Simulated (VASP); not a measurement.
# C (Fmmm) in VASP: notebook

Runs on C. Level: r2SCAN. Tasks: single point.

All numbers are computed with VASP 6.6.1; they aren't measurements. Logs are shortened: lines on timing, memory, paths and dates and some standing lists are left out, and cuts for length are marked.

## (1) The cell of the first run

Symmetry: Fmmm, No. 69, orthorhombic system. The conventional cell has a = 2.525 Å, b = 4.373 Å, c = 6.738 Å, α = 90.00°, β = 90.00°, γ = 90.00°. C (site symmetry m2m) has 3 C at 1.46 Å within 1.9 Å.

## (2) Single point, r2SCAN

Contents of POSCAR:

```
C
1.0
    0.0000000000      2.1866964559      3.3691756237
    1.2625285950      0.0000000000      3.3691756237
    1.2625285950      2.1866964559      0.0000000000
C
2
Direct
    0.1667039277      0.8332960723      0.1667039277
    0.8332960723      0.1667039277      0.8332960723
```

Contents of INCAR.step1:

```
ALGO = Normal
EDIFF = 1E-4
ENCUT = 520
GGA = PE
ISMEAR = 0
LASPH = True
LCHARG = False
LREAL = False
LWAVE = True
NBANDS = 11
NELM = 80
PREC = Accurate
SIGMA = 0.05
```

Contents of INCAR.step2:

```
ALGO = Normal
EDIFF = 1E-7
ENCUT = 520
ISIF = 2
ISMEAR = 0
ISTART = 1
LASPH = True
LCHARG = False
LMIXTAU = True
LREAL = False
LWAVE = False
METAGGA = R2SCAN
NBANDS = 11
NELM = 80
PREC = Accurate
SIGMA = 0.05
```

Contents of KPOINTS:

```
k-points
0
Gamma
  14 14 14
```

Potentials or basis: VASP PAW PBE potentials, release 64 (C).

Launch:

```sh
$ cat potpaw_PBE.64/C/POTCAR > POTCAR
$ cp INCAR.step1 INCAR
$ mpirun -np 1 vasp_std > vasp.out
$ cp INCAR.step2 INCAR
$ mpirun -np 1 vasp_std > vasp.out
```

OUTCAR:

```text
EDIFF = 1E-7
   ENCUT = 520
   ISIF = 2
   ISMEAR = 0
   ISTART = 1
   LASPH = True
   LREAL = False
   METAGGA = R2SCAN
   NELM = 80
   PREC = Accurate

 ion  position               nearest neighbor table
   1  0.167  0.833  0.167-   2 1.46   2 1.46   2 1.46
   2  0.833  0.167  0.833-   1 1.46   1 1.46   1 1.46

  LATTYP: Found a face centered orthorhombic cell.
 ALAT       =     2.5250571900
 B/A-ratio  =     1.7319975679
 C/A-ratio  =     2.6685935170

  Lattice vectors:

 A1 = (   0.0000000000,   2.1866964559,   3.3691756237)
 A2 = (   1.2625285950,   0.0000000000,   3.3691756237)
 A3 = (   1.2625285950,   2.1866964559,   0.0000000000)

Analysis of symmetry for initial positions (statically):
=====================================================================
 Subroutine PRICEL returns:
 Original cell was already a primitive cell.

 Routine SETGRP: Setting up the symmetry group for a
 face centered orthorhombic supercell.

 Subroutine GETGRP returns: Found  8 space group operations
 (whereof  8 operations were pure point group operations)
 out of a pool of  8 trial point group operations.

The static configuration has the point symmetry D_2h.

Analysis of symmetry for dynamics (positions and initial velocities):
=====================================================================
 Subroutine PRICEL returns:
 Original cell was already a primitive cell.

 Routine SETGRP: Setting up the symmetry group for a
 face centered orthorhombic supercell.

 Subroutine GETGRP returns: Found  8 space group operations
 (whereof  8 operations were pure point group operations)
 out of a pool of  8 trial point group operations.

The dynamic configuration has the point symmetry D_2h.

 Subroutine INISYM returns: Found  8 space group operations
 (whereof  8 operations are pure point group operations),
 and found     1 'primitive' translations

----------------------------------------------------------------------------------------

                                     Primitive cell

  volume of cell :      18.6030

  direct lattice vectors                    reciprocal lattice vectors
     0.000000000  2.186696456  3.369175624    -0.396030634  0.228655422  0.148404255
     1.262528595  0.000000000  3.369175624     0.396030634 -0.228655422  0.148404255
     1.262528595  2.186696456  0.000000000     0.396030634  0.228655422 -0.148404255

  length of vectors
     4.016588823  3.597960928  2.524998979     0.480777899  0.480777899  0.480777899

  position of ions in fractional coordinates (direct lattice)
     0.166703928  0.833296072  0.166703928
     0.833296072  0.166703928  0.833296072

  ion indices of the primitive-cell ions
   primitive index   ion index
                 1           1
                 2           2

----------------------------------------------------------------------------------------

 KPOINTS: k-points

Automatic generation of k-mesh.
 Grid dimensions read from file:
 generate k-points for:   14   14   14

 Generating k-lattice:

  Cartesian coordinates                     Fractional coordinates (reciprocal lattice)
    -0.028287902  0.016332530  0.010600304     0.071428571  0.000000000  0.000000000
     0.028287902 -0.016332530  0.010600304     0.000000000  0.071428571  0.000000000
     0.028287902  0.016332530 -0.010600304    -0.000000000 -0.000000000  0.071428571

  Length of vectors
     0.034341278  0.034341278  0.034341278

  Shift w.r.t. Gamma in fractional coordinates (k-lattice)
     0.000000000  0.000000000  0.000000000

 Subroutine IBZKPT returns following result:
 ===========================================

 Found    428 irreducible k-points:

 Following reciprocal coordinates:
            Coordinates               Weight
  0.000000  0.000000  0.000000      1.000000
  0.071429  0.000000 -0.000000      8.000000
  0.142857  0.000000 -0.000000      8.000000
  0.214286  0.000000 -0.000000      8.000000
  0.285714  0.000000 -0.000000      8.000000
  0.357143  0.000000  0.000000      8.000000
[... 16 lines left out ...]
  0.214286  0.142857  0.000000      8.000000
  0.285714  0.142857 -0.000000      8.000000
 [... further k-points ...]
   k-points           NKPTS =    428   k-points in BZ     NKDIM =    428   number of bands    NBANDS=     11
   number of dos      NEDOS =    301   number of ions     NIONS =      2
   total plane-waves  NPLWV =  16800
   dimension x,y,z NGX =    30 NGY =   28 NGZ =   20
   dimension x,y,z NGXF=    60 NGYF=   56 NGZF=   40
   ions per type =               2
   NGX,Y,Z   is equivalent  to a cutoff of  12.42, 12.94, 13.17 a.u.
   NGXF,Y,Z  is equivalent  to a cutoff of  24.83, 25.88, 26.34 a.u.
 SYSTEM =  unknown system
   PREC   = accura    normal or accurate (medium, high low for compatibility)
   ISTART =      1    job   : 0-new  1-cont  2-samecut
   ICHARG =      0    charge: 1-file 2-atom 10-const
   ISPIN  =      1    spin polarized calculation?
   LNONCOLLINEAR =      F non collinear calculations
   LSORBIT =      F    spin-orbit coupling
   LASPH  =      T    aspherical Exc in radial PAW
   ENCUT  =  520.0 eV  38.22 Ry    6.18 a.u.   7.47  6.69  4.69*2*pi/ulx,y,z
   NELM   =     80;   NELMIN=  2; NELMDL=  0     # of ELM steps
   EDIFF  = 0.1E-06   stopping-criterion for ELM
   LREAL  =      F    real-space projection
   EDIFFG = 0.1E-05   stopping-criterion for IOM
   NSW    =      0    number of steps for IOM
   IBRION =     -1    ionic relax: 0-MD 1-quasi-New 2-CG
   NFREE  =      0    steps in history (QN), initial steepest desc. (CG)
   ISIF   =      2    stress and relaxation
   ISYM   =      2    0-nonsym 1-usesym 2-fastsym
   POTIM  = 0.5000    time-step for ionic-motion
   TEBEG  =    0.0;   TEEND  =   0.0 temperature during run
   PSTRESS=    0.0 pullay stress
   NELECT =       8.0000    total number of electrons
   NUPDOWN=      -1.0000    fix difference up-down
   EMIN   =  10.00;   EMAX   =-10.00  energy-range for DOS
   EFERMI =   0.00;   METHOD = LEGACY
   ISMEAR =     0;   SIGMA  =   0.05  broadening in eV -4-tet -1-fermi 0-gaus
   EFERMI_NEDOS =   21; number of points for ismear=-14 and -15
   IALGO  =     38    algorithm
   IMIX   =      4    mixing-type and parameters
     AMIX     =   0.40;   BMIX     =  1.00
     AMIX_MAG =   1.60;   BMIX_MAG =  1.00
  volume/ion in A,a.u.               =       9.30        62.77
  Fermi-wavevector in a.u.,A,eV,Ry     =   1.235692  2.335120 20.775221  1.526936
  Thomas-Fermi vector in A             =   2.370331
   LORBIT       =      0    0 simple, 1 ext, 2 COOP (PROOUT), +10 PAW based schemes
   METAGGA = R2SCAN    functional components
   LHFCALC =     F    Hartree Fock is set to
   AEXX    =    0.0000 exact exchange contribution
   IVDW    =     0    specifies the selected vdW correction
   LEPSILON=     F    determine dielectric tensor
   LRPA    =     F    only Hartree local field effects (RPA)
 non-spin polarized calculation
 Gauss-broadening in eV      SIGMA  =   0.05
  energy-cutoff  :      520.00
  volume of cell :       18.60
 maximum number of plane-waves:       520
 NGX is ok and might be reduce to    30

 number of electron       8.0000000 magnetization

 Free energy of the ion-electron system (eV)
  ---------------------------------------------------
  ext. energy  EPLUGINS =         0.00000000
  ---------------------------------------------------
  free energy    TOTEN  =       -19.77204701 eV

  energy without entropy =      -19.77204700  energy(sigma->0) =      -19.77204700

 E-fermi :   4.4651     XC(G=0): -10.9255

 val. band max:        4.3216867566   @ k =   0.5000  -0.1429   0.3571
 cond. band min:       4.6230040557   @ k =  -0.1429   0.2143   0.2857
 fundamental gap:      0.3013172991
 Fermi energy:         4.4650555130

 k-point     1 :       0.0000    0.0000    0.0000
  band No.  band energies     occupation
      1     -16.1263      2.00000
      2      -2.2863      2.00000
      3       0.9463      2.00000
      4       0.9670      2.00000
      5       8.9063      0.00000
      6      12.3483      0.00000
      7      12.4391      0.00000
      8      15.5528      0.00000
      9      15.5765      0.00000
     10      27.0681      0.00000
     11      30.3808      0.00000

 k-point     2 :       0.0714    0.0000   -0.0000
  band No.  band energies     occupation
      1     -15.9997      2.00000
      2      -2.1808      2.00000
      3       0.4548      2.00000
      4       0.7020      2.00000
      5       9.1170      0.00000
      6      12.4582      0.00000
      7      12.8864      0.00000
      8      15.1043      0.00000
      9      15.8601      0.00000
     10      27.4502      0.00000
     11      28.8413      0.00000

 k-point     3 :       0.1429    0.0000   -0.0000
  band No.  band energies     occupation
      1     -15.6214      2.00000
      2      -1.8628      2.00000
      3      -0.8610      2.00000
      4       0.0811      2.00000
      5       9.7411      0.00000
      6      12.3955      0.00000
      7      13.8788      0.00000
      8      14.2773      0.00000
      9      16.7811      0.00000
     10      26.3478      0.00000
     11      28.4801      0.00000

 k-point     4 :       0.2143    0.0000   -0.0000
  band No.  band energies     occupation
      1     -14.9961      2.00000
      2      -2.6170      2.00000
      3      -1.3299      2.00000
      4      -0.6715      2.00000
      5      10.7359      0.00000
      6      12.1208      0.00000
      7      12.1661      0.00000
      8      16.2694      0.00000
      9      18.2088      0.00000
     10      24.2708      0.00000
     11      28.4219      0.00000

 k-point     5 :       0.2857    0.0000   -0.0000
  band No.  band energies     occupation
      1     -14.1327      2.00000
      2      -4.5364      2.00000
      3      -1.3759      2.00000
      4      -0.5870      2.00000
      5      10.1579      0.00000
      6      11.6508      0.00000
      7      12.2719      0.00000
      8      18.6013      0.00000
      9      19.7529      0.00000
     10      22.7391      0.00000
     11      27.3468      0.00000
[... 211 lines left out ...]
 k-point    21 :      -0.0714    0.0714    0.0000
  band No.  band energies     occupation
      1     -15.6350      2.00000
      2      -1.7413      2.00000
      3      -0.8577      2.00000
      4       0.0811      2.00000
      5       9.4864      0.00000
      6      12.3966      0.00000
      7      13.8617      0.00000
      8      14.2750      0.00000
      9      16.7932      0.00000
     10      26.3054      0.00000
     11      28.4955      0.00000

 k-point    22 :       0.1429    0.1429    0.0000
  band No.  band energies     occupation
      1     -16.0727      2.00000
      2      -2.7405      2.00000
      3       0.9490      2.00000
      4       0.9590      2.00000
      5       9.9055      0.00000
      6      12.3555      0.00000
      7      12.4171      0.00000
      8      15.5039      0.00000
      9      15.6310      0.00000
     10      26.9588      0.00000
     11      29.6525      0.00000

 k-point    23 :       0.2143    0.1429    0.0000
  band No.  band energies     occupation
      1     -15.9227      2.00000
      2      -2.8117      2.00000
      3       0.4444      2.00000
      4       0.7017      2.00000
      5      10.5547      0.00000
      6      12.4467      0.00000
      7      12.8820      0.00000
      8      15.1604      0.00000
      9      15.8223      0.00000
     10      27.2154      0.00000
     11      28.6518      0.00000

 k-point    24 :       0.2857    0.1429   -0.0000
  band No.  band energies     occupation
      1     -15.5259      2.00000
      2      -2.6136      2.00000
      3      -0.8832      2.00000
      4       0.0810      2.00000
      5      11.5168      0.00000
      6      12.4078      0.00000
      7      13.9961      0.00000
      8      14.2949      0.00000
      9      16.6969      0.00000
     10      26.5012      0.00000
     11      28.3519      0.00000

 [... further k-points ...]

------------------------ aborting loop because EDIFF is reached ----------------------------------------

  FORCE on cell =-STRESS in cart. coord.  units (eV):
  Direction    XX          YY          ZZ          XY          YZ          ZX
  --------------------------------------------------------------------------------------
  -------------------------------------------------------------------------------------
  Total       -3.5778798     -3.5790922      0.2142290      0.0000000      0.0000000      0.0000000
  in kB     -308.1434599   -308.2478763     18.4503836      0.0000000      0.0000000      0.0000000
  external PRESSURE =    -199.3136509 kB  Pullay stress =       0.0000000 kB

 VOLUME and BASIS-vectors are now :
 -----------------------------------------------------------------------------
  energy-cutoff  :      520.00
  volume of cell :       18.60
      direct lattice vectors                 reciprocal lattice vectors
     0.000000000  2.186696456  3.369175624    -0.396030634  0.228655422  0.148404255
     1.262528595  0.000000000  3.369175624     0.396030634 -0.228655422  0.148404255
     1.262528595  2.186696456  0.000000000     0.396030634  0.228655422 -0.148404255

 POSITION                                       TOTAL-FORCE (eV/Angst)
 -----------------------------------------------------------------------------------
      1.26253      0.72906      3.36918         0.000000      0.015841      0.000000
      1.26253      3.64433      3.36918         0.000000     -0.015841      0.000000
 -----------------------------------------------------------------------------------
    total drift:                                0.000000      0.000000      0.000000

  FREE ENERGIE OF THE ION-ELECTRON SYSTEM (eV)
  ---------------------------------------------------
  free  energy   TOTEN  =       -19.7720470081 eV

  energy  without entropy=      -19.7720469965  energy(sigma->0) =      -19.77204700
```

It took 7.1 min on 1 thread of Intel Xeon Platinum 8259CL at 2.50GHz (Skylake/Cascade Lake), shared host; peak memory 0.2 GiB.

What came out:

- Free energy: -19.7720 eV
- Pressure: -19.9 GPa
- Largest force: 0.016 eV/Å

Forces on the atoms (eV/Å):
```
C    0.000  0.016  0.000
C    0.000 -0.016  0.000
```

Caveat: the cell stands under tension; the PAW data sets were made with another functional, which shifts forces and pressure a little.

## (3) Single point, r2SCAN

This run uses another cell than the first one, of the same volume but with other edges.

Contents of POSCAR:

```
C
1.0
    0.0000000000      2.0602513867      3.7954233206
    1.1895232563      0.0000000000      3.7954233206
    1.1895232563      2.0602513867      0.0000000000
C
2
Direct
    0.1667039277      0.8332960723      0.1667039277
    0.8332960723      0.1667039277      0.8332960723
```

Contents of INCAR.step1:

```
PREC = Accurate
ENCUT = 520
ISMEAR = 0
SIGMA = 0.05
LREAL = False
LASPH = True
NELM = 80
NBANDS = 11
GGA = PE
ALGO = Normal
EDIFF = 1E-4
LWAVE = True
LCHARG = False
```

Contents of INCAR.step2:

```
PREC = Accurate
ENCUT = 520
EDIFF = 1E-7
ISMEAR = 0
SIGMA = 0.05
LREAL = False
LASPH = True
NELM = 80
ALGO = Normal
ISIF = 2
LWAVE = False
LCHARG = False
METAGGA = R2SCAN
LMIXTAU = True
NBANDS = 11
ISTART = 1
```

Contents of KPOINTS:

```
Automatic mesh
0
Gamma
  14 14 14
```

Potentials or basis: VASP PAW PBE potentials, release 64 (C).

Launch:

```sh
$ cat potpaw_PBE.64/C/POTCAR > POTCAR
$ cp INCAR.step1 INCAR
$ mpirun -np 1 vasp_std > vasp.out
$ cp INCAR.step2 INCAR
$ mpirun -np 1 vasp_std > vasp.out
```

Wall time 4.8 min (1 thread of Intel Xeon Platinum 8259CL at 2.50GHz (Skylake/Cascade Lake), shared host); peak memory 0.2 GiB.

Results (log left out):

```yaml
Free_energy: -19.7129 eV
Pressure: 28.0 GPa
Largest_force: 0.014 eV/Å
```

Forces on the atoms (eV/Å):
```
C    0.000 -0.014  0.000
C    0.000  0.014  0.000
```

Stress tensor (GPa, compression positive):
```
42.58  0.00  0.00
 0.00 42.52  0.00
 0.00  0.00 -1.02
```

Caveat: the cell stands under pressure; the PAW data sets were made with another functional, which shifts forces and pressure a little.

(Part 1 of 2 ends here.)
